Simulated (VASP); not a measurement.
# CdSe (P6_3mc) in VASP: notebook

The runs below take CdSe through electric field gradients, with PBE, r2SCAN.

Everything below comes from runs of VASP 6.6.1. Logs are shortened: lines on timing, memory, paths and dates and some standing lists are left out, and cuts for length are marked.

### 1 The cell of the first run

The structure is hexagonal, space group P6_3mc (No. 186). Conventional cell: a = 4.300 Å, b = 4.300 Å, c = 7.020 Å, α = 90.00°, β = 90.00°, γ = 120.00°. Within 3.4 Å of Cd (site symmetry 3m) lie 4 Se at 2.61 to 2.70 Å. Se (site symmetry 3m) has 4 Cd at 2.61 to 2.70 Å within 3.4 Å.

### 2 Electric field gradients, PBE

INCAR

```
ALGO     = Normal         # electronic algorithm
EDIFF    = 1E-8           # SCF threshold, eV
ENCUT    = 520            # plane-wave cutoff, eV
GGA      = PE             # functional
ISIF     = 2              # what is computed and relaxed
ISMEAR   = -1             # smearing method
LASPH    = T              # aspherical terms in the spheres
LCHARG   = F              # write CHGCAR
LEFG     = T            
LREAL    = F              # projectors in reciprocal space
LWAVE    = F              # write WAVECAR
NBANDS   = 26             # bands
NELM     = 80             # most SCF steps
PREC     = Accurate       # precision mode
SIGMA    = 0.02           # smearing width, eV
```

KPOINTS

```
k-points
0
Gamma
  8 8 4
```

POSCAR

```
CdSe
1.0
    4.3000000000      0.0000000000      0.0000000000
   -2.1500000000      3.7239092363      0.0000000000
    0.0000000000      0.0000000000      7.0200000000
Cd Se
2 2
Direct
    0.3333333333      0.6666666667      0.0000000000
    0.6666666667      0.3333333333      0.5000000000
    0.3333333333      0.6666666667      0.3850000000
    0.6666666667      0.3333333333      0.8850000000
```

Potentials or basis: VASP PAW PBE potentials, release 64 (Cd, Se).

Command:

```bash
> cat potpaw_PBE.64/Cd/POTCAR potpaw_PBE.64/Se/POTCAR > POTCAR
> mpirun -np 1 vasp_std > vasp.out
```

OUTCAR:

```text
EDIFF = 1E-8
   ENCUT = 520
   GGA = PE
   ISIF = 2
   ISMEAR = -1
   LASPH = T
   LREAL = F
   NELM = 80
   PREC = Accurate

 ion  position               nearest neighbor table
   1  0.333  0.667  0.000-   4 2.61   4 2.61   4 2.61   3 2.70
   2  0.667  0.333  0.500-   3 2.61   3 2.61   3 2.61   4 2.70
   3  0.333  0.667  0.385-   2 2.61   2 2.61   2 2.61   1 2.70
   4  0.667  0.333  0.885-   1 2.61   1 2.61   1 2.61   2 2.70

  LATTYP: Found a hexagonal cell.
 ALAT       =     4.3000000000
 C/A-ratio  =     1.6325581395

  Lattice vectors:

 A1 = (   4.3000000000,   0.0000000000,   0.0000000000)
 A2 = (  -2.1500000000,   3.7239092363,   0.0000000000)
 A3 = (   0.0000000000,   0.0000000000,   7.0200000000)

Analysis of symmetry for initial positions (statically):
=====================================================================
 Subroutine PRICEL returns:
 Original cell was already a primitive cell.

 Routine SETGRP: Setting up the symmetry group for a
 hexagonal supercell.

 Subroutine GETGRP returns: Found 12 space group operations
 (whereof  6 operations were pure point group operations)
 out of a pool of 24 trial point group operations.

The static configuration has the point symmetry C_3v.
 The point group associated with its full space group is C_6v.

Analysis of symmetry for dynamics (positions and initial velocities):
=====================================================================
 Subroutine PRICEL returns:
 Original cell was already a primitive cell.

 Routine SETGRP: Setting up the symmetry group for a
 hexagonal supercell.

 Subroutine GETGRP returns: Found 12 space group operations
 (whereof  6 operations were pure point group operations)
 out of a pool of 24 trial point group operations.

The dynamic configuration has the point symmetry C_3v.
 The point group associated with its full space group is C_6v.

 Subroutine INISYM returns: Found 12 space group operations
 (whereof  6 operations are pure point group operations),
 and found     1 'primitive' translations

----------------------------------------------------------------------------------------

                                     Primitive cell

  volume of cell :     112.4099

  direct lattice vectors                    reciprocal lattice vectors
     4.300000000  0.000000000  0.000000000     0.232558140  0.134267504  0.000000000
    -2.150000000  3.723909236  0.000000000     0.000000000  0.268535009  0.000000000
     0.000000000  0.000000000  7.020000000     0.000000000  0.000000000  0.142450142

  length of vectors
     4.300000000  4.300000000  7.020000000     0.268535009  0.268535009  0.142450142

  position of ions in fractional coordinates (direct lattice)
     0.333333333  0.666666667  0.000000000
     0.666666667  0.333333333  0.500000000
     0.333333333  0.666666667  0.385000000
     0.666666667  0.333333333  0.885000000

  ion indices of the primitive-cell ions
   primitive index   ion index
                 1           1
                 2           2
                 3           3
                 4           4

----------------------------------------------------------------------------------------

 KPOINTS: k-points

Automatic generation of k-mesh.
 Grid dimensions read from file:
 generate k-points for:    8    8    4

 Generating k-lattice:

  Cartesian coordinates                     Fractional coordinates (reciprocal lattice)
     0.029069767  0.016783438  0.000000000     0.125000000  0.000000000  0.000000000
     0.000000000  0.033566876  0.000000000     0.000000000  0.125000000  0.000000000
     0.000000000  0.000000000  0.035612536     0.000000000  0.000000000  0.250000000

  Length of vectors
     0.033566876  0.033566876  0.035612536

  Shift w.r.t. Gamma in fractional coordinates (k-lattice)
     0.000000000  0.000000000  0.000000000

 Subroutine IBZKPT returns following result:
 ===========================================

 Found     30 irreducible k-points:

 Following reciprocal coordinates:
            Coordinates               Weight
  0.000000  0.000000  0.000000      1.000000
  0.125000 -0.000000  0.000000      6.000000
  0.250000 -0.000000  0.000000      6.000000
  0.375000 -0.000000  0.000000      6.000000
  0.500000 -0.000000  0.000000      3.000000
  0.125000  0.125000  0.000000      6.000000
[... 16 lines left out ...]
  0.250000 -0.000000  0.500000      6.000000
  0.375000 -0.000000  0.500000      6.000000
 [... further k-points ...]
   k-points           NKPTS =     30   k-points in BZ     NKDIM =     30   number of bands    NBANDS=     26
   number of dos      NEDOS =    301   number of ions     NIONS =      4
   total plane-waves  NPLWV =  55296
   dimension x,y,z NGX =    32 NGY =   32 NGZ =   54
   dimension x,y,z NGXF=    64 NGYF=   64 NGZF=  108
   ions per type =               2   2
   NGX,Y,Z   is equivalent  to a cutoff of  12.37, 12.37, 12.79 a.u.
   NGXF,Y,Z  is equivalent  to a cutoff of  24.74, 24.74, 25.58 a.u.
 SYSTEM =  unknown system
   PREC   = accura    normal or accurate (medium, high low for compatibility)
   ISTART =      0    job   : 0-new  1-cont  2-samecut
   ICHARG =      2    charge: 1-file 2-atom 10-const
   ISPIN  =      1    spin polarized calculation?
   LNONCOLLINEAR =      F non collinear calculations
   LSORBIT =      F    spin-orbit coupling
   LASPH  =      T    aspherical Exc in radial PAW
   ENCUT  =  520.0 eV  38.22 Ry    6.18 a.u.   8.00  8.00 13.05*2*pi/ulx,y,z
   NELM   =     80;   NELMIN=  2; NELMDL= -5     # of ELM steps
   EDIFF  = 0.1E-07   stopping-criterion for ELM
   LREAL  =      F    real-space projection
   EDIFFG = 0.1E-06   stopping-criterion for IOM
   NSW    =      0    number of steps for IOM
   IBRION =     -1    ionic relax: 0-MD 1-quasi-New 2-CG
   NFREE  =      0    steps in history (QN), initial steepest desc. (CG)
   ISIF   =      2    stress and relaxation
   ISYM   =      2    0-nonsym 1-usesym 2-fastsym
   POTIM  = 0.5000    time-step for ionic-motion
   TEBEG  =    0.0;   TEEND  =   0.0 temperature during run
   PSTRESS=    0.0 pullay stress
   NELECT =      36.0000    total number of electrons
   NUPDOWN=      -1.0000    fix difference up-down
   EMIN   =  10.00;   EMAX   =-10.00  energy-range for DOS
   EFERMI =   0.00;   METHOD = LEGACY
   ISMEAR =    -1;   SIGMA  =   0.02  broadening in eV -4-tet -1-fermi 0-gaus
   EFERMI_NEDOS =   21; number of points for ismear=-14 and -15
   IALGO  =     38    algorithm
   IMIX   =      4    mixing-type and parameters
     AMIX     =   0.40;   BMIX     =  1.00
     AMIX_MAG =   1.60;   BMIX_MAG =  1.00
  volume/ion in A,a.u.               =      28.10       189.64
  Fermi-wavevector in a.u.,A,eV,Ry     =   1.120059  2.116604 17.068937  1.254531
  Thomas-Fermi vector in A             =   2.256702
   LORBIT       =      0    0 simple, 1 ext, 2 COOP (PROOUT), +10 PAW based schemes
   GGA     = PE    functional components
   LHFCALC =     F    Hartree Fock is set to
   AEXX    =    0.0000 exact exchange contribution
   IVDW    =     0    specifies the selected vdW correction
   LEPSILON=     F    determine dielectric tensor
   LRPA    =     F    only Hartree local field effects (RPA)
 non-spin polarized calculation
  energy-cutoff  :      520.00
  volume of cell :      112.41
 maximum number of plane-waves:      3042
 NGX is ok and might be reduce to    32
   NGX = 15   NGY = 15   NGZ = 27

 number of electron      35.9999998 magnetization

 Free energy of the ion-electron system (eV)
  ---------------------------------------------------
  ext. energy  EPLUGINS =         0.00000000
  ---------------------------------------------------
  free energy    TOTEN  =       -10.90527517 eV

  energy without entropy =      -10.90527517  energy(sigma->0) =      -10.90527517

 E-fermi :   1.2990     XC(G=0):  -8.8821

 val. band max:        0.9361232930   @ k =   0.0000   0.0000   0.0000
 cond. band min:       1.6389776107   @ k =   0.0000   0.0000   0.0000
 fundamental gap:      0.7028543176
 Fermi energy:         1.2990023886

 k-point     1 :       0.0000    0.0000    0.0000
  band No.  band energies     occupation
      1     -11.6584      2.00000
      2     -11.2923      2.00000
      3      -6.9991      2.00000
      4      -6.9991      2.00000
      5      -6.9436      2.00000
      6      -6.9436      2.00000
[... 685 lines left out ...]
     25       8.8654      0.00000
     26       8.8654      0.00000

 [... further k-points ...]
[... 5 lines left out ...]
  --------------------------------------------------------------------------------------
  -------------------------------------------------------------------------------------
  Total        2.8343958      2.8343958      1.3635465      0.0000000      0.0000000      0.0000000
  in kB       40.3986098     40.3986098     19.4346124      0.0000000      0.0000000      0.0000000
  external PRESSURE =      33.4106106 kB  Pullay stress =       0.0000000 kB

 VOLUME and BASIS-vectors are now :
 -----------------------------------------------------------------------------
  energy-cutoff  :      520.00
  volume of cell :      112.41
      direct lattice vectors                 reciprocal lattice vectors
     4.300000000  0.000000000  0.000000000     0.232558140  0.134267504  0.000000000
    -2.150000000  3.723909236  0.000000000     0.000000000  0.268535009  0.000000000
     0.000000000  0.000000000  7.020000000     0.000000000  0.000000000  0.142450142

 POSITION                                       TOTAL-FORCE (eV/Angst)
 -----------------------------------------------------------------------------------
     -0.00000      2.48261      0.00000         0.000000     -0.000000      0.290943
      2.15000      1.24130      3.51000        -0.000000      0.000000      0.290943
     -0.00000      2.48261      2.70270        -0.000000     -0.000000     -0.290943
      2.15000      1.24130      6.21270         0.000000     -0.000000     -0.290943
 -----------------------------------------------------------------------------------
    total drift:                               -0.000000     -0.000000      0.000082

  FREE ENERGIE OF THE ION-ELECTRON SYSTEM (eV)
  ---------------------------------------------------
  free  energy   TOTEN  =       -10.9052751721 eV

  energy  without entropy=      -10.9052751719  energy(sigma->0) =      -10.90527517

 Electric field gradients (V/A^2)
---------------------------------------------------------------------
 ion       V_xx      V_yy      V_zz      V_xy      V_xz      V_yz
---------------------------------------------------------------------
   1     -16.602   -16.600    33.202     0.002     0.000    -0.000
   2     -16.602   -16.600    33.202     0.002    -0.000     0.000
   3       7.676     7.676   -15.352    -0.000     0.000    -0.000
   4       7.676     7.676   -15.352    -0.000    -0.000     0.000
---------------------------------------------------------------------

 Electric field gradients after diagonalization (V/A^2)
 (convention: |V_zz| > |V_xx| > |V_yy|)
----------------------------------------------------------------------
 ion       V_xx      V_yy      V_zz     asymmetry (V_yy - V_xx)/ V_zz
----------------------------------------------------------------------
   1     -16.603   -16.599    33.202       0.000
   2     -16.603   -16.599    33.202       0.000
   3       7.676     7.675   -15.352       0.000
   4       7.676     7.675   -15.352       0.000
----------------------------------------------------------------------

           NMR quadrupolar parameters

 Cq : quadrupolar parameter    Cq=e*Q*V_zz/h
 eta: asymmetry parameters     (V_yy - V_xx)/ V_zz
 Q  : nuclear electric quadrupole moment in mb (millibarn)
----------------------------------------------------------------------
 ion       Cq(MHz)       eta       Q (mb)
----------------------------------------------------------------------
   1       0.080       0.000       1.000
   2       0.080       0.000       1.000
   3      -0.037       0.000       1.000
   4      -0.037       0.000       1.000
----------------------------------------------------------------------
```

Wall time 2.4 min (1 thread of Intel Xeon 8259CL, shared host); peak memory 0.26 GiB.

What came out:

```
Free energy                             : -10.9053 eV
Pressure                                : 3.3 GPa
Largest force                           : 0.291 eV/Å
Band gap on the k mesh                  : 0.70 eV
Largest electric field gradient by atom : Cd +33.2; Se -15.4 V/Å²
```

Forces in eV/Å, atoms in the order of the input:
```
Cd   0.000  0.000  0.291
Cd   0.000  0.000  0.291
Se   0.000  0.000 -0.291
Se   0.000  0.000 -0.291
```

Stress tensor (GPa, compression positive):
```
4.04 0.00 0.00
0.00 4.04 0.00
0.00 0.00 1.94
```

Levels at points of the mesh, in eV from the valence-band top:
```csv
k point,band 15,band 16,band 17,band 18,band 19,band 20,band 21,band 22
"(0.00, 0.00, 0.00)",-0.72,-0.01,0.00,0.00,0.70,2.12,5.88,5.88
"(0.50, 0.00, 0.00)",-2.56,-1.86,-1.24,-0.83,3.23,3.31,4.80,6.16
"(0.00, 0.00, 0.50)",-0.37,-0.37,-0.37,-0.37,2.34,2.34,5.83,5.83
"(0.50, 0.00, 0.50)",-1.38,-1.38,-1.29,-1.29,2.99,2.99,4.78,4.78
```

Electric field gradients, principal values (V/Å²):
```tsv
atom	least	middle	greatest (by size)
1 Cd	-16.599	-16.603	33.202
2 Cd	-16.599	-16.603	33.202
3 Se	7.675	7.676	-15.352
4 Se	7.675	7.676	-15.352
```

Caveat: the cell stands under pressure; without QUAD_EFG the Cq values of the log hold for a quadrupole moment of 1 mb, not for the nuclei. As with any semilocal functional, this PBE gap is likely too small.

### 3 Electric field gradients, PBE

INCAR

```
ALGO = Normal
EDIFF = 1E-8
ENCUT = 520
GGA = PE
ISIF = 2
ISMEAR = -1
LASPH = T
LCHARG = F
LEFG = T
LREAL = F
LWAVE = F
NBANDS = 26
NELM = 60
PREC = Accurate
SIGMA = 0.02
```

KPOINTS is that of step 2.

POSCAR

```
CdSe
1.0
    4.3000000000      0.0000000000      0.0000000000
   -2.1500000000      3.7239092363      0.0000000000
    0.0000000000      0.0000000000      7.0200000000
Cd Se
2 2
Direct
    0.3333333333      0.6666666667      0.0048632273
    0.6666666667      0.3333333333      0.5048632273
    0.3333333333      0.6666666667      0.3801367727
    0.6666666667      0.3333333333      0.8801367727
```

Potentials or basis: VASP PAW PBE potentials, release 64 (Cd, Se).

Command:

```bash
> cat potpaw_PBE.64/Cd/POTCAR potpaw_PBE.64/Se/POTCAR > POTCAR
> mpirun -np 1 vasp_std > vasp.out
```

OUTCAR:

```text
EDIFF = 1E-8
   ENCUT = 520
   GGA = PE
   ISIF = 2
   ISMEAR = -1
   LASPH = T
   LREAL = F
   NELM = 60
   PREC = Accurate

 ion  position               nearest neighbor table
   1  0.333  0.667  0.005-   4 2.63   4 2.63   4 2.63   3 2.63
   2  0.667  0.333  0.505-   3 2.63   3 2.63   3 2.63   4 2.63
   3  0.333  0.667  0.380-   2 2.63   2 2.63   2 2.63   1 2.63
   4  0.667  0.333  0.880-   1 2.63   1 2.63   1 2.63   2 2.63

  LATTYP: Found a hexagonal cell.
 ALAT       =     4.3000000000
 C/A-ratio  =     1.6325581395

  Lattice vectors:
[... 926 lines left out ...]
 ion       V_xx      V_yy      V_zz      V_xy      V_xz      V_yz
---------------------------------------------------------------------
   1      -0.485    -0.483     0.968     0.002     0.000    -0.000
   2      -0.485    -0.483     0.968     0.002    -0.000     0.000
   3      -1.265    -1.265     2.530    -0.000    -0.000     0.000
   4      -1.265    -1.265     2.530    -0.000     0.000    -0.000
---------------------------------------------------------------------

 Electric field gradients after diagonalization (V/A^2)
 (convention: |V_zz| > |V_xx| > |V_yy|)
----------------------------------------------------------------------
 ion       V_xx      V_yy      V_zz     asymmetry (V_yy - V_xx)/ V_zz
----------------------------------------------------------------------
   1      -0.486    -0.482     0.968       0.004
   2      -0.486    -0.482     0.968       0.004
   3      -1.266    -1.265     2.530       0.000
   4      -1.266    -1.265     2.530       0.000
----------------------------------------------------------------------

           NMR quadrupolar parameters

 Cq : quadrupolar parameter    Cq=e*Q*V_zz/h
 eta: asymmetry parameters     (V_yy - V_xx)/ V_zz
 Q  : nuclear electric quadrupole moment in mb (millibarn)
----------------------------------------------------------------------
 ion       Cq(MHz)       eta       Q (mb)
----------------------------------------------------------------------
   1       0.002       0.004       1.000
   2       0.002       0.004       1.000
   3       0.006       0.000       1.000
   4       0.006       0.000       1.000
----------------------------------------------------------------------
```

stdout:

```text
POSCAR found type information on POSCAR CdSe
 POSCAR found :  2 types and       4 ions
 scaLAPACK will be used
 LDA part: xc-table for (Slater+PW92), standard interpolation
 POSCAR, INCAR and KPOINTS ok, starting setup
 FFT: planning ... GRIDC
 FFT: planning ... GRID_SOFT
 FFT: planning ... GRID
 WAVECAR not read
 entering main loop
ion   1

ion   2

ion   3

ion   4
```

It took 2.6 min on 1 thread of Intel Xeon 8259CL, shared host; peak memory 0.27 GiB.

What came out:

- Free energy: -10.9255 eV
- Pressure: 3.2 GPa
- Largest force: 0.009 eV/Å
- Band gap on the k mesh: 0.67 eV
- Largest electric field gradient by atom: Cd +1.0; Se +2.5 V/Å²

Forces in eV/Å, atoms in the order of the input:
```
Cd   0.000  0.000 -0.009
Cd   0.000  0.000 -0.009
Se   0.000  0.000  0.009
Se   0.000  0.000  0.009
```

Levels at points of the mesh, in eV from the valence-band top:
| k point | band 16 | band 17 | band 18 | band 19 | band 20 | band 21 |
| --- | --- | --- | --- | --- | --- | --- |
| (0.00, 0.00, 0.00) | -0.05 | 0.00 | 0.00 | 0.67 | 2.21 | 5.86 |
| (0.50, 0.00, 0.00) | -1.86 | -1.35 | -0.76 | 3.22 | 3.33 | 4.76 |
| (0.00, 0.00, 0.50) | -0.40 | -0.40 | -0.40 | 2.38 | 2.38 | 5.86 |
| (0.50, 0.00, 0.50) | -1.37 | -1.35 | -1.35 | 2.93 | 2.93 | 4.85 |

Electric field gradients, principal values (V/Å²):
```csv
atom,least,middle,greatest (by size)
1 Cd,-0.482,-0.486,0.968
2 Cd,-0.482,-0.486,0.968
3 Se,-1.265,-1.266,2.530
4 Se,-1.265,-1.266,2.530
```

Caveat: the cell stands under pressure; without QUAD_EFG the Cq values of the log hold for a quadrupole moment of 1 mb, not for the nuclei.

(Part 1 of 2 ends here.)
